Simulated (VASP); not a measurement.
Write the native input for VASP 6.6.1 that does the following.

```yaml
Task: relaxation of cell and atoms
Functional: r2SCAN
Potentials_or_basis: VASP PAW PBE potentials, release 64 (Hf_pv, N)
Cutoff: 600 eV
k_mesh: 6 × 6 × 6
Occupations: methfessel-paxton, width 0.05 eV
Spin: no spin polarisation
Target_pressure: 20 GPa
Dipole_correction: no
Further_INCAR_settings: ALGO = Normal; EDIFF = 1e-06; IBRION = 2; EDIFFG = -0.02; NSW = 80; ISIF = 3
```

HfN:

```
CELL_PARAMETERS angstrom
3.47164 0.00000 0.00000
1.73582 3.00653 0.00000
1.73582 1.00218 2.83458
ATOMIC_POSITIONS crystal
Hf 0.00000 0.00000 0.00000
N 0.75000 0.75000 0.75000
```

The input as run:

POSCAR

```
HfN
1.0
    3.4716430000      0.0000000000      0.0000000000
    1.7358215000      3.0065310309      0.0000000000
    1.7358215000      1.0021770103      2.8345846397
Hf N
1 1
Direct
    0.0000000000      0.0000000000      0.0000000000
    0.7500000000      0.7500000000      0.7500000000
```

INCAR.step1

```
  PREC = Accurate
  ENCUT = 600
  ISMEAR = 1
  SIGMA = 0.05
  LREAL = False
  LASPH = True
  NELM = 80
  GGA = PE
  ALGO = Normal
  EDIFF = 1E-4
  LWAVE = True
  LCHARG = False
```

INCAR.step2

```
  PREC = Accurate
  ENCUT = 600
  EDIFF = 1E-6
  ISMEAR = 1
  SIGMA = 0.05
  LREAL = False
  LASPH = True
  NELM = 80
  ALGO = Normal
  ISIF = 3
  LWAVE = False
  LCHARG = False
  METAGGA = R2SCAN
  LMIXTAU = True
  IBRION = 2
  NSW = 80
  EDIFFG = -0.02
  PSTRESS = 200.0
  ISTART = 1
```

KPOINTS

```
Automatic mesh
0
Gamma
  6 6 6
```

Potentials or basis: VASP PAW PBE potentials, release 64 (Hf_pv, N).

Launch:

```sh
$ cat potpaw_PBE.64/Hf_pv/POTCAR potpaw_PBE.64/N/POTCAR > POTCAR
$ cp INCAR.step1 INCAR
$ mpirun -np 1 vasp_std > vasp.out
$ cp INCAR.step2 INCAR
$ mpirun -np 1 vasp_std > vasp.out
```

Results of the run:

- Relaxed volume: 13.41 Å³/atom
- Relaxed cell: a = 3.360 Å, b = 3.360 Å, c = 3.360 Å, α = 60.00°, β = 60.00°, γ = 60.00°
- Space group after relaxing (to 0.05 Å): F-43m (No. 216)
- Energy change on relaxing (the enthalpy is what falls): +62.6 meV/atom
- Ionic steps: 5
- Pressure after relaxing: 20.0 GPa

Caveat: the k points lie up to 0.38 Å⁻¹ apart in the final cell; the cell is relaxed towards a set pressure, so the enthalpy falls and the energy may rise; the PAW data sets were made with another functional, which shifts forces and pressure a little.

It took 2.3 min on 1 thread of AMD EPYC 7R13 (shared host), peak memory 0.18 GiB.
